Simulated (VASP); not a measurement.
The system is Ti2C3.

```
Ti C
1.0
     3.34921    0.00000    0.00000
    -1.67460    2.90050    0.00000
     0.00000    0.00000    5.21082
Ti C
2 3
Direct
  0.33333 0.66667 0.24500
  0.66667 0.33333 0.75500
  0.00000 0.00000 0.00000
  0.33333 0.66667 0.64500
  0.66667 0.33333 0.35500
```

| Quantity | Value |
| --- | --- |
| Program | VASP 6.6.1 |
| Task | relaxation of cell and atoms |
| Functional | r2SCAN |
| Potentials or basis | VASP PAW PBE potentials, release 64 (Ti_sv, C) |
| Cutoff | 600 eV |
| k mesh | 6 × 6 × 4 |
| Occupations | gaussian, width 0.1 eV |
| Spin | no spin polarisation |

At the start: pressure 9.4 GPa; volume 10.12 Å³/atom.

Q: Where does the relaxation end?

A: Over 26 steps the energy falls by 907.2 meV/atom and the volume is 9.08 Å³/atom (-10.3 %); space group P-3m1 (No. 164, to 0.1 Å) before and after.

The path:
```tsv
step	energy change (eV)	largest force (eV/Å)	pressure (GPa)	volume (Å³)
1	0.0000	1.8580	9.44	50.62
2	-0.2214	0.5497	-10.00	55.11
3	-0.2348	0.7792	-6.79	54.18
4	-0.5420	0.9997	-4.51	53.55
5	-0.5787	1.3456	-3.26	53.32
6	-0.9685	2.7226	2.84	51.31
7	-1.1310	5.3968	26.94	44.67
8	-1.4300	4.1452	10.72	48.44
9	-1.4612	4.9196	16.40	46.81
10	-1.5115	4.9657	16.12	46.67
11	-1.6238	4.9320	15.75	46.21
12	-1.6854	5.2679	15.79	45.25
13	-1.9229	5.2204	13.01	45.36
14	-2.6219	5.1025	5.65	45.67
15	-3.7831	3.4520	-4.52	46.31
16	-3.9714	1.8623	-11.07	47.58
17	-4.2888	0.4202	-10.29	47.04
18	-4.2926	0.4089	-9.94	46.97
19	-4.3991	0.2067	-5.97	46.26
20	-4.4915	0.3609	1.77	45.06
21	-4.4956	0.4910	4.05	44.74
22	-4.5158	0.3116	2.43	44.97
23	-4.5309	0.3212	-0.36	45.43
24	-4.5309	0.3193	-0.28	45.41
25	-4.5338	0.2011	-0.26	45.41
26	-4.5358	0.0053	-0.22	45.39
```

Final structure:
```yaml
crystal:
  lattice:
    - [2.87630, 0.00000, 0.00000]
    - [-1.43815, 2.49095, 0.00000]
    - [0.00000, 0.00000, 6.33580]
  atoms:
    - { symbol: Ti, position: [0.33333, 0.66667, 0.19026] }
    - { symbol: Ti, position: [0.66667, 0.33333, 0.80974] }
    - { symbol: C, position: [0.00000, 0.00000, 0.00000] }
    - { symbol: C, position: [0.33333, 0.66667, 0.54146] }
    - { symbol: C, position: [0.66667, 0.33333, 0.45854] }
```

Caveat: the k points lie up to 0.42 Å⁻¹ apart in the final cell, too coarse for converged energies and pressures of a metal; a cell axis changed by over 15 % at a fixed basis, so the end point is rough; the PAW data sets were made with another functional, which shifts forces and pressure a little.
